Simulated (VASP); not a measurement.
# BaTiO3 (P1) in VASP: single point with r2SCAN

Aim: the single point of BaTiO3 with r2SCAN.

All numbers are computed with VASP 6.6.1; they aren't measurements. Logs are shortened: lines on timing, memory, paths and dates and some standing lists are left out, and cuts for length are marked.

### 1 The cell of the first run

The typed cell holds 5 atoms: a = 4.067 Å, b = 3.981 Å, c = 4.024 Å, α = 88.55°, β = 91.03°, γ = 89.80°.

### 2 Single point, r2SCAN (strain +0.0375 x Voigt [0, 0, 0, 0, 0, 1])

POSCAR reads:

```
BaTiO3
1.0
    2.8707981663      1.6929567651      2.3314328269
   -2.8093092003      1.5864547520      2.3314328269
   -0.0614889659     -3.2794115171      2.3314328269
Ba Ti O
1 1 3
Direct
    0.0027851043      0.0027851043      0.0027851043
    0.5162478494      0.5162478494      0.5162478494
    0.4897536543      0.4897536543      0.9801597377
    0.4897536543      0.9801597377      0.4897536543
    0.9801597377      0.4897536543      0.4897536543
```

INCAR.step1 reads:

```
SYSTEM = BaTiO3
PREC = Accurate
ENCUT = 520
ISMEAR = 0
SIGMA = 0.05
LREAL = .FALSE.
LASPH = .TRUE.
NELM = 80
NBANDS = 28
GGA = PE
ALGO = Normal
EDIFF = 1E-4
LWAVE = .TRUE.
LCHARG = .FALSE.
```

INCAR.step2 reads:

```
SYSTEM = BaTiO3
PREC = Accurate
ENCUT = 520
EDIFF = 1E-7
ISMEAR = 0
SIGMA = 0.05
LREAL = .FALSE.
LASPH = .TRUE.
NELM = 80
ALGO = Normal
ISIF = 2
LWAVE = .FALSE.
LCHARG = .FALSE.
METAGGA = R2SCAN
LMIXTAU = .TRUE.
NBANDS = 28
ISTART = 1
```

KPOINTS reads:

```
regular mesh
0
G
  6 6 6
  0 0 0
```

Potentials or basis: VASP PAW PBE potentials, release 64 (Ba_sv, Ti_sv, O).

Command:

```sh
cat potpaw_PBE.64/Ba_sv/POTCAR potpaw_PBE.64/Ti_sv/POTCAR potpaw_PBE.64/O/POTCAR > POTCAR
cp INCAR.step1 INCAR
mpirun -np 1 vasp_std > vasp.out
cp INCAR.step2 INCAR
mpirun -np 1 vasp_std > vasp.out
```

OUTCAR:

```text
SYSTEM = BaTiO3
   PREC = Accurate
   ENCUT = 520
   EDIFF = 1E-7
   ISMEAR = 0
   LREAL = .FALSE.
   LASPH = .TRUE.
   NELM = 80
   ISIF = 2
   METAGGA = R2SCAN
   ISTART = 1

 ion  position               nearest neighbor table
   1  0.003  0.003  0.003-   4 2.76   3 2.78   5 2.79   5 2.80   5 2.80   3 2.84   3 2.84   4 2.89
                             4 2.89   4 2.91   3 2.93   5 2.94   2 3.40   2 3.40   2 3.45   2 3.46
   2  0.516  0.516  0.516-   4 1.85   3 1.87   5 1.89   4 2.14   3 2.16   5 2.18   1 3.40   1 3.40
                             1 3.45   1 3.46   1 3.50   1 3.51   1 3.56   1 3.59
   3  0.490  0.490  0.980-   2 1.87   2 2.16   1 2.78   1 2.84   1 2.84   1 2.93
   4  0.490  0.980  0.490-   2 1.85   2 2.14   1 2.76   1 2.89   1 2.89   1 2.91
   5  0.980  0.490  0.490-   2 1.89   2 2.18   1 2.79   1 2.80   1 2.80   1 2.94

  LATTYP: Found a triclinic cell.
 ALAT       =     5.5881276461
 B/A-ratio  =     0.7123194679
 C/A-ratio  =     0.7278518101
 COS(alpha) =     0.0034847540
 COS(beta)  =     0.0153666122
 COS(gamma) =     0.6940813975

  Lattice vectors:

 A1 = (  -2.7478202344,   4.8658662691,   0.0000000000)
 A2 = (  -2.8093092003,   1.5864547520,   2.3314328269)
 A3 = (   2.8707981663,   1.6929567651,   2.3314328269)

Analysis of symmetry for initial positions (statically):
=====================================================================
 Subroutine PRICEL returns:
 Original cell was already a primitive cell.

 Routine SETGRP: Setting up the symmetry group for a
 triclinic supercell.

 Subroutine GETGRP returns: Found  1 space group operations
 (whereof  1 operations were pure point group operations)
 out of a pool of  2 trial point group operations.

The static configuration has the point symmetry C_1 .

Analysis of symmetry for dynamics (positions and initial velocities):
=====================================================================
 Subroutine PRICEL returns:
 Original cell was already a primitive cell.

 Routine SETGRP: Setting up the symmetry group for a
 triclinic supercell.

 Subroutine GETGRP returns: Found  1 space group operations
 (whereof  1 operations were pure point group operations)
 out of a pool of  2 trial point group operations.

The dynamic configuration has the point symmetry C_1 .

 Subroutine INISYM returns: Found  1 space group operations
 (whereof  1 operations are pure point group operations),
 and found     1 'primitive' translations

----------------------------------------------------------------------------------------

                                     Primitive cell

  volume of cell :      65.1199

  direct lattice vectors                    reciprocal lattice vectors
     2.870798166  1.692956765  2.331432827     0.174208426  0.098377845  0.142973595
    -2.809309200  1.586454752  2.331432827    -0.178021426  0.104982155  0.142973595
    -0.061488966 -3.279411517  2.331432827     0.003813000 -0.203359999  0.142973595

  length of vectors
     4.067328822  3.980532111  4.024164487     0.245902877  0.251305252  0.248618739

  position of ions in fractional coordinates (direct lattice)
     0.002785104  0.002785104  0.002785104
     0.516247849  0.516247849  0.516247849
     0.489753654  0.489753654  0.980159738
     0.489753654  0.980159738  0.489753654
     0.980159738  0.489753654  0.489753654

  ion indices of the primitive-cell ions
   primitive index   ion index
                 1           1
                 2           2
                 3           3
                 4           4
                 5           5

----------------------------------------------------------------------------------------

 KPOINTS: regular mesh

Automatic generation of k-mesh.
 Grid dimensions read from file:
 generate k-points for:    6    6    6

 Generating k-lattice:

  Cartesian coordinates                     Fractional coordinates (reciprocal lattice)
     0.029034738  0.016396307  0.023828933     0.166666667 -0.000000000  0.000000000
    -0.029670238  0.017497026  0.023828933    -0.000000000  0.166666667  0.000000000
     0.000635500 -0.033893333  0.023828933    -0.000000000 -0.000000000  0.166666667

  Length of vectors
     0.040983813  0.041884209  0.041436456

  Shift w.r.t. Gamma in fractional coordinates (k-lattice)
     0.000000000  0.000000000  0.000000000

 Subroutine IBZKPT returns following result:
 ===========================================

 Found    112 irreducible k-points:

 Following reciprocal coordinates:
            Coordinates               Weight
  0.000000  0.000000  0.000000      1.000000
  0.166667  0.000000  0.000000      2.000000
  0.333333  0.000000  0.000000      2.000000
  0.500000  0.000000  0.000000      1.000000
  0.000000  0.166667  0.000000      2.000000
  0.166667  0.166667  0.000000      2.000000
[... 16 lines left out ...]
  0.333333  0.000000  0.166667      2.000000
  0.500000  0.000000  0.166667      2.000000
 [... further k-points ...]
   k-points           NKPTS =    112   k-points in BZ     NKDIM =    112   number of bands    NBANDS=     28
   number of dos      NEDOS =    301   number of ions     NIONS =      5
   total plane-waves  NPLWV =  27000
   dimension x,y,z NGX =    30 NGY =   30 NGZ =   30
   dimension x,y,z NGXF=    60 NGYF=   60 NGZF=   60
   ions per type =               1   1   3
   NGX,Y,Z   is equivalent  to a cutoff of  12.26, 12.53, 12.39 a.u.
   NGXF,Y,Z  is equivalent  to a cutoff of  24.52, 25.06, 24.79 a.u.
 SYSTEM =  BaTiO3
   PREC   = accura    normal or accurate (medium, high low for compatibility)
   ISTART =      1    job   : 0-new  1-cont  2-samecut
   ICHARG =      0    charge: 1-file 2-atom 10-const
   ISPIN  =      1    spin polarized calculation?
   LNONCOLLINEAR =      F non collinear calculations
   LSORBIT =      F    spin-orbit coupling
   LASPH  =      T    aspherical Exc in radial PAW
   ENCUT  =  520.0 eV  38.22 Ry    6.18 a.u.   7.56  7.40  7.48*2*pi/ulx,y,z
   NELM   =     80;   NELMIN=  2; NELMDL=  0     # of ELM steps
   EDIFF  = 0.1E-06   stopping-criterion for ELM
   LREAL  =      F    real-space projection
   EDIFFG = 0.1E-05   stopping-criterion for IOM
   NSW    =      0    number of steps for IOM
   IBRION =     -1    ionic relax: 0-MD 1-quasi-New 2-CG
   NFREE  =      0    steps in history (QN), initial steepest desc. (CG)
   ISIF   =      2    stress and relaxation
   ISYM   =      2    0-nonsym 1-usesym 2-fastsym
   POTIM  = 0.5000    time-step for ionic-motion
   TEBEG  =    0.0;   TEEND  =   0.0 temperature during run
   PSTRESS=    0.0 pullay stress
   NELECT =      40.0000    total number of electrons
   NUPDOWN=      -1.0000    fix difference up-down
   EMIN   =  10.00;   EMAX   =-10.00  energy-range for DOS
   EFERMI =   0.00;   METHOD = LEGACY
   ISMEAR =     0;   SIGMA  =   0.05  broadening in eV -4-tet -1-fermi 0-gaus
   EFERMI_NEDOS =   21; number of points for ismear=-14 and -15
   IALGO  =     38    algorithm
   IMIX   =      4    mixing-type and parameters
     AMIX     =   0.40;   BMIX     =  1.00
     AMIX_MAG =   1.60;   BMIX_MAG =  1.00
  volume/ion in A,a.u.               =      13.02        87.89
  Fermi-wavevector in a.u.,A,eV,Ry     =   1.391629  2.629798 26.349474  1.936632
  Thomas-Fermi vector in A             =   2.515450
   LORBIT       =      0    0 simple, 1 ext, 2 COOP (PROOUT), +10 PAW based schemes
   METAGGA = R2SCAN    functional components
   LHFCALC =     F    Hartree Fock is set to
   AEXX    =    0.0000 exact exchange contribution
   IVDW    =     0    specifies the selected vdW correction
   LEPSILON=     F    determine dielectric tensor
   LRPA    =     F    only Hartree local field effects (RPA)
 non-spin polarized calculation
 Gauss-broadening in eV      SIGMA  =   0.05
  energy-cutoff  :      520.00
  volume of cell :       65.12
 maximum number of plane-waves:      1781
   NGX = 15   NGY = 15   NGZ = 15

 number of electron      40.0000009 magnetization

 Free energy of the ion-electron system (eV)
  ---------------------------------------------------
  ext. energy  EPLUGINS =         0.00000000
  ---------------------------------------------------
  free energy    TOTEN  =       -74.23370435 eV

  energy without entropy =      -74.23370435  energy(sigma->0) =      -74.23370435

 E-fermi :   3.6643     XC(G=0): -11.8085

 val. band max:        3.3700040301   @ k =   0.5000   0.5000   0.5000
 cond. band min:       6.1315103146   @ k =   0.0000   0.0000   0.0000
 fundamental gap:      2.7615062845
 Fermi energy:         3.6642596718

 k-point     1 :       0.0000    0.0000    0.0000
  band No.  band energies     occupation
      1     -55.1689      2.00000
      2     -30.3916      2.00000
      3     -30.3695      2.00000
      4     -30.3527      2.00000
      5     -22.1500      2.00000
      6     -14.4225      2.00000
[... 20 lines left out ...]
     27       9.0573      0.00000
     28      11.4399      0.00000

 k-point     2 :       0.1667    0.0000    0.0000
  band No.  band energies     occupation
      1     -55.1687      2.00000
      2     -30.3917      2.00000
      3     -30.3743      2.00000
      4     -30.3590      2.00000
      5     -22.1230      2.00000
      6     -14.4590      2.00000
[... 20 lines left out ...]
     27       9.5571      0.00000
     28      12.0463      0.00000

 k-point     3 :       0.3333    0.0000    0.0000
  band No.  band energies     occupation
      1     -55.1683      2.00000
      2     -30.3986      2.00000
      3     -30.3867      2.00000
      4     -30.3619      2.00000
      5     -22.0679      2.00000
      6     -14.5826      2.00000
[... 20 lines left out ...]
     27      10.7230      0.00000
     28      12.3688      0.00000

 k-point     4 :       0.5000    0.0000    0.0000
  band No.  band energies     occupation
      1     -55.1680      2.00000
      2     -30.4086      2.00000
      3     -30.3878      2.00000
      4     -30.3620      2.00000
      5     -22.0398      2.00000
      6     -14.6577      2.00000
[... 578 lines left out ...]
     27      10.0927      0.00000
     28      12.1868      0.00000

 k-point    23 :       0.3333    0.0000    0.1667
  band No.  band energies     occupation
      1     -55.1680      2.00000
      2     -30.4010      2.00000
      3     -30.3873      2.00000
      4     -30.3713      2.00000
      5     -22.0456      2.00000
      6     -14.5025      2.00000
[... 20 lines left out ...]
     27      11.2708      0.00000
     28      12.6652      0.00000

 k-point    24 :       0.5000    0.0000    0.1667
  band No.  band energies     occupation
      1     -55.1678      2.00000
      2     -30.4089      2.00000
      3     -30.3901      2.00000
      4     -30.3715      2.00000
      5     -22.0210      2.00000
      6     -14.5466      2.00000
[... 20 lines left out ...]
     27      11.9648      0.00000
     28      12.7279      0.00000

 [... further k-points ...]
[... 5 lines left out ...]
  --------------------------------------------------------------------------------------
  -------------------------------------------------------------------------------------
  Total        0.8999497      0.8848157      0.7938397     -1.8323513      0.0151905      0.1554859
  in kB       22.1419006     21.7695524     19.5312257    -45.0822323      0.3737392      3.8254965
  external PRESSURE =      21.1475595 kB  Pullay stress =       0.0000000 kB

 VOLUME and BASIS-vectors are now :
 -----------------------------------------------------------------------------
  energy-cutoff  :      520.00
  volume of cell :       65.12
      direct lattice vectors                 reciprocal lattice vectors
     2.870798166  1.692956765  2.331432827     0.174208426  0.098377845  0.142973595
    -2.809309200  1.586454752  2.331432827    -0.178021426  0.104982155  0.142973595
    -0.061488966 -3.279411517  2.331432827     0.003813000 -0.203359999  0.142973595

 POSITION                                       TOTAL-FORCE (eV/Angst)
 -----------------------------------------------------------------------------------
      0.00000      0.00000      0.01948         0.007285     -0.001657     -0.030084
      0.00000      0.00000      3.61079         0.198317     -0.011321     -0.181847
     -0.03015     -1.60824      4.56883         0.066271     -0.073738      0.064876
     -1.37770      0.77801      4.56883        -0.209081      0.159867      0.149491
      1.40786      0.83024      4.56883        -0.062791     -0.073151     -0.002436
 -----------------------------------------------------------------------------------
    total drift:                               -0.001806      0.000345      0.002556

  FREE ENERGIE OF THE ION-ELECTRON SYSTEM (eV)
  ---------------------------------------------------
  free  energy   TOTEN  =       -74.2337043513 eV

  energy  without entropy=      -74.2337043513  energy(sigma->0) =      -74.23370435
```

Run time: 21 min. Hardware: 1 thread of Intel Xeon 8259CL, shared host; peak memory 0.32 GiB.

What came out:

| Property | Result |
| --- | --- |
| Free energy | -74.2337 eV |
| Pressure | 2.1 GPa |
| Largest force | 0.303 eV/Å |
| Band gap on the k mesh | 2.76 eV (least direct gap 3.17 eV) |

Forces in eV/Å, atoms in the order of the input:
```
Ba   0.007 -0.002 -0.030
Ti   0.198 -0.011 -0.182
O    0.066 -0.074  0.065
O   -0.209  0.160  0.149
O   -0.063 -0.073 -0.002
```

Stress tensor (GPa, compression positive):
```
 2.21 -4.51  0.38
-4.51  2.18  0.04
 0.38  0.04  1.95
```

Levels at points of the mesh, in eV from the valence-band top:
| k point | band 17 | band 18 | band 19 | band 20 | band 21 | band 22 | band 23 | band 24 |
| --- | --- | --- | --- | --- | --- | --- | --- | --- |
| (0.00, 0.00, 0.00) | -1.07 | -0.61 | -0.55 | -0.41 | 2.76 | 2.87 | 2.96 | 4.69 |
| (0.50, 0.00, 0.00) | -1.59 | -1.57 | -1.12 | -0.81 | 2.99 | 4.05 | 4.13 | 4.80 |
| (0.00, 0.50, 0.00) | -1.78 | -1.63 | -1.01 | -0.95 | 2.97 | 4.18 | 4.34 | 4.67 |
| (0.50, 0.50, 0.00) | -1.69 | -0.94 | -0.88 | -0.13 | 4.11 | 4.28 | 4.56 | 5.33 |
| (0.00, 0.00, 0.50) | -1.71 | -1.60 | -1.04 | -0.91 | 2.98 | 4.11 | 4.24 | 4.73 |
| (0.50, 0.00, 0.50) | -1.69 | -1.02 | -1.00 | -0.14 | 4.13 | 4.22 | 4.48 | 5.44 |
| (0.00, 0.50, 0.50) | -1.69 | -0.88 | -0.75 | -0.09 | 4.18 | 4.27 | 4.62 | 5.23 |
| (0.50, 0.50, 0.50) | -2.29 | -0.07 | -0.04 | 0.00 | 4.63 | 4.76 | 4.88 | 7.06 |

Caveat: the cell differs from its parent crystal (strain +0.0375 x Voigt [0, 0, 0, 0, 0, 1]); the PAW data sets were made with another functional, which shifts forces and pressure a little; spin-orbit coupling is left out, which moves the levels of the heavy elements.
